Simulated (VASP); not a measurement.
# TiTe2 (P-3m1) in VASP: notebook

Runs on TiTe2. Level: PBE+D3(BJ). Tasks: single point, relaxation of cell and atoms.

All numbers are computed with VASP 6.6.1; they aren't measurements. Logs are shortened: lines on timing, memory, paths and dates and some standing lists are left out, and cuts for length are marked.

## (1) The cell of the first run

Symmetry: P-3m1, No. 164, trigonal system. The conventional cell has a = 3.697 Å, b = 3.697 Å, c = 6.389 Å, α = 90.00°, β = 90.00°, γ = 120.00°. Within 3.7 Å of Ti (site symmetry -3m) lie 6 Te at 2.75 Å and 6 Ti at 3.70 Å. Te (site symmetry 3m) has 3 Ti at 2.75 Å and 9 Te at 3.62 to 3.70 Å within 3.7 Å.

## (2) Single point, PBE+D3(BJ)

INCAR

```
SYSTEM = TiTe2
PREC = Accurate
ENCUT = 520
EDIFF = 1E-7
ISMEAR = -1
SIGMA = 0.15
LREAL = .FALSE.
LASPH = .TRUE.
NELM = 60
ALGO = Normal
ISIF = 2
LWAVE = .FALSE.
LCHARG = .FALSE.
GGA = PE
IVDW = 12
NBANDS = 19
```

KPOINTS

```
Automatic mesh
0
G
  15 15 8
  0 0 0
```

POSCAR

```
TiTe2
1.0
    3.6974254830      0.0000000000      0.0000000000
   -1.8487127415      3.2020643969      0.0000000000
    0.0000000000      0.0000000000      6.3893257933
Ti Te
1 2
Direct
    0.0000000000      0.0000000000      0.0000000000
    0.6666666667      0.3333333333      0.2711352262
    0.3333333333      0.6666666667      0.7288647738
```

Potentials or basis: VASP PAW PBE potentials, release 64 (Ti_sv, Te).

The run is started by

```console
cat potpaw_PBE.64/Ti_sv/POTCAR potpaw_PBE.64/Te/POTCAR > POTCAR
mpirun -np 1 vasp_std > vasp.out
```

OUTCAR:

```text
SYSTEM = TiTe2
   PREC = Accurate
   ENCUT = 520
   EDIFF = 1E-7
   ISMEAR = -1
   LREAL = .FALSE.
   LASPH = .TRUE.
   NELM = 60
   ISIF = 2
   GGA = PE
   IVDW = 12
 IVDW          = 12

 ion  position               nearest neighbor table
   1  0.000  0.000  0.000-   2 2.75   3 2.75   2 2.75   3 2.75   2 2.75   3 2.75
   2  0.667  0.333  0.271-   1 2.75   1 2.75   1 2.75   3 3.62   3 3.62   3 3.62
   3  0.333  0.667  0.729-   1 2.75   1 2.75   1 2.75   2 3.62   2 3.62   2 3.62

  LATTYP: Found a hexagonal cell.
 ALAT       =     3.6974254830
 C/A-ratio  =     1.7280472109

  Lattice vectors:

 A1 = (   3.6974254830,   0.0000000000,   0.0000000000)
 A2 = (  -1.8487127415,   3.2020643969,   0.0000000000)
 A3 = (   0.0000000000,   0.0000000000,   6.3893257933)

Analysis of symmetry for initial positions (statically):
=====================================================================
 Subroutine PRICEL returns:
 Original cell was already a primitive cell.

 Routine SETGRP: Setting up the symmetry group for a
 hexagonal supercell.

 Subroutine GETGRP returns: Found 12 space group operations
 (whereof 12 operations were pure point group operations)
 out of a pool of 24 trial point group operations.

The static configuration has the point symmetry D_3d.

Analysis of symmetry for dynamics (positions and initial velocities):
=====================================================================
 Subroutine PRICEL returns:
 Original cell was already a primitive cell.

 Routine SETGRP: Setting up the symmetry group for a
 hexagonal supercell.

 Subroutine GETGRP returns: Found 12 space group operations
 (whereof 12 operations were pure point group operations)
 out of a pool of 24 trial point group operations.

The dynamic configuration has the point symmetry D_3d.

 Subroutine INISYM returns: Found 12 space group operations
 (whereof 12 operations are pure point group operations),
 and found     1 'primitive' translations

----------------------------------------------------------------------------------------

                                     Primitive cell

  volume of cell :      75.6457

  direct lattice vectors                    reciprocal lattice vectors
     3.697425483  0.000000000  0.000000000     0.270458459  0.156149264  0.000000000
[... 82 lines left out ...]
   ISPIN  =      1    spin polarized calculation?
   LNONCOLLINEAR =      F non collinear calculations
   LSORBIT =      F    spin-orbit coupling
   LASPH  =      T    aspherical Exc in radial PAW
   ENCUT  =  520.0 eV  38.22 Ry    6.18 a.u.   6.87  6.87 11.88*2*pi/ulx,y,z
   NELM   =     60;   NELMIN=  2; NELMDL= -5     # of ELM steps
   EDIFF  = 0.1E-06   stopping-criterion for ELM
   LREAL  =      F    real-space projection
   EDIFFG = 0.1E-05   stopping-criterion for IOM
   NSW    =      0    number of steps for IOM
   IBRION =     -1    ionic relax: 0-MD 1-quasi-New 2-CG
   NFREE  =      0    steps in history (QN), initial steepest desc. (CG)
   ISIF   =      2    stress and relaxation
   ISYM   =      2    0-nonsym 1-usesym 2-fastsym
   POTIM  = 0.5000    time-step for ionic-motion
   TEBEG  =    0.0;   TEEND  =   0.0 temperature during run
   PSTRESS=    0.0 pullay stress
   NELECT =      24.0000    total number of electrons
   NUPDOWN=      -1.0000    fix difference up-down
   EMIN   =  10.00;   EMAX   =-10.00  energy-range for DOS
   EFERMI =   0.00;   METHOD = LEGACY
   ISMEAR =    -1;   SIGMA  =   0.15  broadening in eV -4-tet -1-fermi 0-gaus
   EFERMI_NEDOS =   21; number of points for ismear=-14 and -15
   IALGO  =     38    algorithm
   IMIX   =      4    mixing-type and parameters
     AMIX     =   0.40;   BMIX     =  1.00
     AMIX_MAG =   1.60;   BMIX_MAG =  1.00
  volume/ion in A,a.u.               =      25.22       170.16
  Fermi-wavevector in a.u.,A,eV,Ry     =   1.116564  2.110001 16.962599  1.246716
  Thomas-Fermi vector in A             =   2.253179
   LORBIT       =      0    0 simple, 1 ext, 2 COOP (PROOUT), +10 PAW based schemes
   GGA     = PE    functional components
   LHFCALC =     F    Hartree Fock is set to
   AEXX    =    0.0000 exact exchange contribution
   IVDW    =    12    specifies the selected vdW correction
   LEPSILON=     F    determine dielectric tensor
   LRPA    =     F    only Hartree local field effects (RPA)
 non-spin polarized calculation
  energy-cutoff  :      520.00
  volume of cell :       75.65
 maximum number of plane-waves:      2056
   NGX = 13   NGY = 13   NGZ = 23

 number of electron      24.0000002 magnetization

 Free energy of the ion-electron system (eV)
  ---------------------------------------------------
  ext. energy  EPLUGINS =         0.00000000
  ---------------------------------------------------
  free energy    TOTEN  =       -16.20119454 eV

  energy without entropy =      -16.09024527  energy(sigma->0) =      -16.14571990

 E-fermi :   7.5626     XC(G=0): -10.1653

 val. band max:        7.5604914216   @ k =   0.1333  -0.0000   0.0000
 cond. band min:       7.5633258432   @ k =   0.0000   0.4667   0.1250
 fundamental gap:      0.0028344217
 Fermi energy:         7.5625977192

 k-point     1 :       0.0000    0.0000    0.0000
  band No.  band energies     occupation
      1     -49.7633      2.00000
      2     -26.0292      2.00000
      3     -26.0292      2.00000
      4     -25.9951      2.00000
      5      -5.1806      2.00000
      6      -3.4890      2.00000
[... 505 lines left out ...]
      6      -2.8541      2.00000
[... 11 lines left out ...]
     18      11.9291      0.00000
     19      15.1166      0.00000

 [... further k-points ...]

------------------------ aborting loop because EDIFF is reached ----------------------------------------

 Edisp (eV)   -1.56559

 E8    (eV) :    -0.7252

  FORCE on cell =-STRESS in cart. coord.  units (eV):
  Direction    XX          YY          ZZ          XY          YZ          ZX
  --------------------------------------------------------------------------------------
  -------------------------------------------------------------------------------------
  Total      -0.01334    -0.01334    -0.00796     0.00000     0.00000     0.00000
  in kB      -0.28261    -0.28261    -0.16862     0.00000     0.00000     0.00000
  external pressure =       -0.24 kB  Pullay stress =        0.00 kB

 VOLUME and BASIS-vectors are now :
 -----------------------------------------------------------------------------
  energy-cutoff  :      520.00
  volume of cell :       75.65
      direct lattice vectors                 reciprocal lattice vectors
     3.697425483  0.000000000  0.000000000     0.270458459  0.156149264  0.000000000
    -1.848712741  3.202064397  0.000000000     0.000000000  0.312298529  0.000000000
     0.000000000  0.000000000  6.389325793     0.000000000  0.000000000  0.156511036

 POSITION                                       TOTAL-FORCE (eV/Angst)
 -----------------------------------------------------------------------------------
      0.00000      0.00000      0.00000         0.000000      0.000000      0.000000
      1.84871      1.06735      1.73237        -0.000000      0.000000      0.011048
     -0.00000      2.13471      4.65695         0.000000      0.000000     -0.011048
 -----------------------------------------------------------------------------------
    total drift:                                0.000000     -0.000000      0.000000

  FREE ENERGIE OF THE ION-ELECTRON SYSTEM (eV)
  ---------------------------------------------------
  free  energy   TOTEN  =       -17.7667890186 eV

  energy  without entropy=      -17.6558397508  energy(sigma->0) =      -17.71131438
```

OSZICAR:

```text
N       E                     dE             d eps       ncg     rms          rms(c)
DAV:   1     0.181998912561E+03    0.18200E+03   -0.10788E+04  7296   0.118E+03
DAV:   2    -0.150568403703E+01   -0.18350E+03   -0.17863E+03  7620   0.303E+02
DAV:   3    -0.175693323464E+02   -0.16064E+02   -0.15637E+02 11026   0.837E+01
DAV:   4    -0.181517022943E+02   -0.58237E+00   -0.57935E+00  9531   0.148E+01
DAV:   5    -0.181717820150E+02   -0.20080E-01   -0.20070E-01 10398   0.271E+00    0.124E+01
DAV:   6    -0.182438112882E+02   -0.72029E-01   -0.32610E+01  8255   0.362E+01    0.128E+01
DAV:   7    -0.164032140132E+02    0.18406E+01   -0.23865E+01  9192   0.294E+01    0.513E+00
DAV:   8    -0.161990988193E+02    0.20412E+00   -0.13345E+00  8686   0.812E+00    0.160E+00
DAV:   9    -0.162120624839E+02   -0.12964E-01   -0.11171E-01  9945   0.210E+00    0.128E+00
DAV:  10    -0.162023518724E+02    0.97106E-02   -0.12895E-01  8654   0.254E+00    0.651E-01
DAV:  11    -0.162016773861E+02    0.67449E-03   -0.19568E-02  8550   0.102E+00    0.320E-01
DAV:  12    -0.162012794918E+02    0.39789E-03   -0.48391E-03  8836   0.471E-01    0.178E-01
DAV:  13    -0.162011954902E+02    0.84002E-04   -0.39713E-04  8696   0.155E-01    0.354E-02
DAV:  14    -0.162011974906E+02   -0.20004E-05   -0.16563E-05  8520   0.290E-02    0.250E-02
DAV:  15    -0.162011945866E+02    0.29040E-05   -0.86204E-06  8722   0.234E-02    0.964E-03
DAV:  16    -0.162011942691E+02    0.31751E-06   -0.20131E-06 10058   0.834E-03    0.321E-03
DAV:  17    -0.162011944562E+02   -0.18716E-06   -0.52951E-08  4854   0.170E-03    0.116E-03
DAV:  18    -0.162011945352E+02   -0.78957E-07   -0.73148E-08  4578   0.190E-03
   1 F= -.17766789E+02 E0= -.17711314E+02  d E =-.110949E+00
```

stdout:

```text
POSCAR found type information on POSCAR TiTe
 POSCAR found :  2 types and       3 ions
 scaLAPACK will be used
 LDA part: xc-table for (Slater+PW92), standard interpolation
 POSCAR, INCAR and KPOINTS ok, starting setup
 FFT: planning ... GRIDC
 FFT: planning ... GRID_SOFT
 FFT: planning ... GRID
 WAVECAR not read
 entering main loop
```

Run time: 6.8 min. Hardware: 1 thread of Intel Xeon 8259CL, shared host; peak memory 0.4 GiB.

What came out:

```yaml
Free_energy: -17.7668 eV
Pressure: 0.0 GPa
Largest_force: 0.011 eV/Å
Band_gap_on_the_k_mesh: zero (bands 12 and 13 overlap by 0.81 eV)
Dispersion_energy_per_atom: -0.522 eV
```

Forces on the atoms (eV/Å):
```
Ti   0.000  0.000  0.000
Te   0.000  0.000  0.011
Te   0.000  0.000 -0.011
```

Caveat: spin-orbit coupling is left out, which moves the levels of the heavy elements.

## (3) Relaxation of cell and atoms, PBE+D3(BJ)

INCAR

```
PREC = Accurate ; ENCUT = 600
EDIFF = 1E-6 ; ISMEAR = -1
SIGMA = 0.15 ; LREAL = F
LASPH = T ; NELM = 60
ALGO = Normal ; ISIF = 3
LWAVE = F ; LCHARG = F
GGA = PE ; IVDW = 12
IBRION = 2 ; NSW = 80
EDIFFG = -0.001
```

KPOINTS

```
Automatic mesh
0
Gamma
  15 15 8
```

POSCAR

```
TiTe2
1.0
    3.6970101061      0.0000000000      0.0000000000
   -1.8485050530      3.2017046699      0.0000000000
    0.0000000000      0.0000000000      6.3840185279
Ti Te
1 2
Direct
    0.0000000000      0.0000000000      0.0000000000
    0.6666666667      0.3333333333      0.2710994291
    0.3333333333      0.6666666667      0.7289005709
```

Potentials or basis: VASP PAW PBE potentials, release 64 (Ti_sv, Te).

The run is started by

```console
cat potpaw_PBE.64/Ti_sv/POTCAR potpaw_PBE.64/Te/POTCAR > POTCAR
mpirun -np 1 vasp_std > vasp.out
```

OUTCAR:

```text
PREC = Accurate
   ENCUT = 600
   EDIFF = 1E-6
   ISMEAR = -1
   LREAL = F
   LASPH = T
   NELM = 60
   ISIF = 3
   GGA = PE
   IVDW = 12
   IBRION = 2
   NSW = 80
   EDIFFG = -0.001
 IVDW          = 12

 ion  position               nearest neighbor table
   1  0.000  0.000  0.000-   2 2.75   3 2.75   3 2.75   2 2.75   2 2.75   3 2.75
   2  0.667  0.333  0.271-   1 2.75   1 2.75   1 2.75   3 3.62   3 3.62   3 3.62
   3  0.333  0.667  0.729-   1 2.75   1 2.75   1 2.75   2 3.62   2 3.62   2 3.62

  LATTYP: Found a hexagonal cell.
 ALAT       =     3.6970101061
 C/A-ratio  =     1.7268058092

  Lattice vectors:

 A1 = (   3.6970101061,   0.0000000000,   0.0000000000)
 A2 = (  -1.8485050530,   3.2017046699,   0.0000000000)
 A3 = (   0.0000000000,   0.0000000000,   6.3840185279)

Analysis of symmetry for initial positions (statically):
=====================================================================
 Subroutine PRICEL returns:
 Original cell was already a primitive cell.
[... 379 lines left out ...]

 number of electron      24.0000000 magnetization

 Free energy of the ion-electron system (eV)
  ---------------------------------------------------
  ext. energy  EPLUGINS =         0.00000000
  ---------------------------------------------------
  free energy    TOTEN  =       -16.19837119 eV

  energy without entropy =      -16.08742384  energy(sigma->0) =      -16.14289752

 E-fermi :   7.5869     XC(G=0): -10.1752

 val. band max:        7.5862866273   @ k =   0.1333  -0.0000   0.0000
 cond. band min:       7.5880975805   @ k =   0.2667  -0.0000   0.1250
 fundamental gap:      0.0018109531
 Fermi energy:         7.5868998971

 k-point     1 :       0.0000    0.0000    0.0000
  band No.  band energies     occupation
      1     -49.7366      2.00000
      2     -26.0031      2.00000
      3     -26.0031      2.00000
      4     -25.9691      2.00000
      5      -5.1682      2.00000
      6      -3.4655      2.00000
[... 433 lines left out ...]
      3     -26.0270      2.00000
      4     -25.9555      2.00000
      5      -3.0342      2.00000
      6      -2.8323      2.00000
[... 8 lines left out ...]
     15       9.1869      0.00005
     16       9.9188      0.00000

 [... further k-points ...]

------------------------ aborting loop because EDIFF is reached ----------------------------------------

 Edisp (eV)   -1.56845

 E8    (eV) :    -0.7265
[... 26 lines left out ...]
  FREE ENERGIE OF THE ION-ELECTRON SYSTEM (eV)
  ---------------------------------------------------
  free  energy   TOTEN  =       -17.7668163003 eV

  energy  without entropy=      -17.6558689473  energy(sigma->0) =      -17.71134262

 reached required accuracy - stopping structural energy minimisation
```

OSZICAR:

```text
N       E                     dE             d eps       ncg     rms          rms(c)
DAV:   1     0.189816176802E+03    0.18982E+03   -0.11989E+04  6144   0.157E+03
DAV:   2     0.144295216204E+01   -0.18837E+03   -0.18676E+03  6352   0.364E+02
[... 172 lines left out ...]
DAV:   2    -0.161983373226E+02   -0.15235E-06   -0.44081E-05  7992   0.513E-02    0.947E-03
DAV:   3    -0.161983354041E+02    0.19184E-05   -0.21446E-05  6760   0.281E-02    0.383E-03
DAV:   4    -0.161983351813E+02    0.22280E-06   -0.67485E-07  3088   0.826E-03
  30 F= -.17766816E+02 E0= -.17711332E+02  d E =-.686498E-06
       N       E                     dE             d eps       ncg     rms          rms(c)
DAV:   1    -0.161983712692E+02   -0.35865E-04   -0.22221E-06  5832   0.197E-02    0.255E-03
DAV:   2    -0.161983711949E+02    0.74292E-07   -0.18183E-06  3408   0.114E-02
  31 F= -.17766816E+02 E0= -.17711343E+02  d E =-.652016E-06
```

Wall time 61 min (1 thread of Intel Xeon 8259CL, shared host); peak memory 0.47 GiB.

Results:

- Free energy: -17.7668 eV
- Relaxed volume: 25.17 Å³/atom
- Relaxed cell: a = 3.696 Å, b = 3.696 Å, c = 6.382 Å, α = 90.00°, β = 90.00°, γ = 120.00°
- Space group after relaxing (to 0.1 Å): P-3m1 (No. 164)
- Energy gained by relaxing: 0.0 meV/atom
- Ionic steps: 31
- Pressure after relaxing: 0.0 GPa
- Band gap on the k mesh: zero (bands 12 and 13 overlap by 0.81 eV)
- Dispersion energy per atom: -0.523 eV

Final structure:
```cif
data_structure
_symmetry_space_group_name_H-M 'P 1'
_symmetry_Int_Tables_number 1
_cell_length_a 3.6961
_cell_length_b 3.6961
_cell_length_c 6.3825
_cell_angle_alpha 90.000
_cell_angle_beta 90.000
_cell_angle_gamma 120.000
_cell_volume 75.51
loop_
_atom_site_label
_atom_site_type_symbol
_atom_site_fract_x
_atom_site_fract_y
_atom_site_fract_z
_atom_site_occupancy
Ti1 Ti 0.00000 0.00000 0.00000 1
Te1 Te 0.66667 0.33333 0.27157 1
Te2 Te 0.33333 0.66667 0.72843 1
```

Levels at points of the mesh, in eV from the Fermi level:
| k point | band 9 | band 10 | band 11 | band 12 | band 13 | band 14 | band 15 | band 16 |
| --- | --- | --- | --- | --- | --- | --- | --- | --- |
| (0.00, 0.00, 0.00) | -1.57 | 0.27 | 0.49 | 0.49 | 0.73 | 1.30 | 1.30 | 3.12 |
| (0.00, 0.00, 0.50) | -1.47 | -1.47 | 0.47 | 0.47 | 0.87 | 0.87 | 1.12 | 3.69 |

Caveat: spin-orbit coupling is left out, which moves the levels of the heavy elements.
